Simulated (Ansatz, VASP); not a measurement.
AlN in VASP and in Ansatz

File POSCAR:

```
AlN
1.0
    0.0000000000      2.0345180000      2.0345180000
    2.0345180000      0.0000000000      2.0345180000
    2.0345180000      2.0345180000      0.0000000000
Al N
1 1
Direct
    0.5000000000      0.5000000000      0.5000000000
    0.0000000000      0.0000000000      0.0000000000
```

Contents of INCAR.step1:

```
ALGO = Normal
EDIFF = 1E-5
ENCUT = 520
GGA = PE
ISIF = 2
ISMEAR = 0
LASPH = T
LCHARG = F
LREAL = F
LWAVE = T
NBANDS = 11
NELM = 80
PREC = Accurate
SIGMA = 0.1
```

INCAR.step2

```
ALGO = Normal
EDIFF = 1E-6
ENCUT = 520
GGA = PE
HFSCREEN = 0.2079
ISIF = 2
ISMEAR = 0
ISTART = 1
LASPH = T
LCHARG = F
LHFCALC = T
LREAL = F
LWAVE = F
NBANDS = 11
NELM = 80
PREC = Accurate
PRECFOCK = Normal
SIGMA = 0.1
```

The input KPOINTS:

```
k-points
0
Gamma
  8 8 8
```

Input for Ansatz:

```yaml
crystal:
  lattice:
    - [0.0, 2.034518, 2.034518]
    - [2.034518, 0.0, 2.034518]
    - [2.034518, 2.034518, 0.0]
  atoms:
    - { symbol: Al, position: [0.5, 0.5, 0.5] }
    - { symbol: "N", position: [0.0, 0.0, 0.0] }
basis:
  ecutwfc: 420
kpoints:
  mp_grid: { grid: [8, 8, 8] }
hamiltonian:
  xc: hse06
scf:
  occupations: { method: gaussian, width: 0.1 }
output:
  forces: true
  stress: true
  eigenvalues: true
```

Alike in both runs: task single point; functional HSE06; k mesh 8 × 8 × 8; occupations gaussian, width 0.1 eV; no spin polarisation.

|  | VASP | Ansatz |
| --- | --- | --- |
| version | VASP 6.6.1 | Ansatz 0.2.0 |
| potentials or method | VASP PAW PBE potentials, release 64 (Al, N), cutoff 520 eV | scalar-relativistic, plane waves, PAW |
| valence electrons in the cell | 8 | 8 |

VASP gave:

```
gap on the k mesh at the Fermi level (eV) : 5.77
least direct gap on the mesh (eV)         : 6.90
pressure (GPa)                            : -7.5
```

Q: What did Ansatz give for the same quantities?

A: gap on the k mesh at the Fermi level (eV): 5.84; least direct gap on the mesh (eV): 6.91; pressure (GPa): -7.6.

Ansatz's warnings: stress exchange threshold loose, stress scf threshold loose.
